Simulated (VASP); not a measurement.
Crystal: Au.

```
CELL_PARAMETERS angstrom
2.90000 0.00000 0.00000
-1.45000 2.51147 0.00000
0.00000 0.00000 4.88000
ATOMIC_POSITIONS crystal
Au 0.66667 0.33333 0.25000
Au 0.33333 0.66667 0.75000
```

| Item | Value |
| --- | --- |
| Program | VASP 6.6.1 |
| Task | relaxation of cell and atoms |
| Functional | PBEsol |
| Potentials or basis | VASP PAW PBE potentials, release 64 (Au) |
| Cutoff | 600 eV |
| k mesh | 11 × 11 × 6 |
| Occupations | fermi-dirac, width 0.05 eV |
| Spin | no spin polarisation |

At the start: pressure -6.6 GPa; volume 17.77 Å³/atom.

**Question.** How do energy, volume and symmetry change on relaxing?

**Answer.** Over 6 steps the energy falls by 16.7 meV/atom and the volume is 17.00 Å³/atom (-4.3 %); space group P6_3/mmc (No. 194, to 0.05 Å).

Step by step:
| step | energy change (eV) | largest force (eV/Å) | pressure (GPa) | volume (Å³) |
| --- | --- | --- | --- | --- |
| 1 | 0.0000 | 0.0000 | -6.59 | 35.54 |
| 2 | 0.0484 | 0.0000 | 13.29 | 31.91 |
| 3 | -0.0327 | 0.0000 | -0.09 | 34.05 |
| 4 | -0.0327 | 0.0000 | 0.03 | 34.02 |
| 5 | -0.0333 | 0.0000 | 0.05 | 34.01 |
| 6 | -0.0335 | 0.0000 | 0.07 | 34.00 |

Final structure:
```xyz
2
Lattice="2.8678 0.0000 0.0000 -1.4339 2.4836 0.0000 0.0000 0.0000 4.7736" Properties=species:S:1:pos:R:3 pbc="T T T"
Au    1.4339    0.8279    1.1934
Au    0.0000    1.6558    3.5802
```

Caveat: the PAW data sets were made with another functional, which shifts forces and pressure a little.
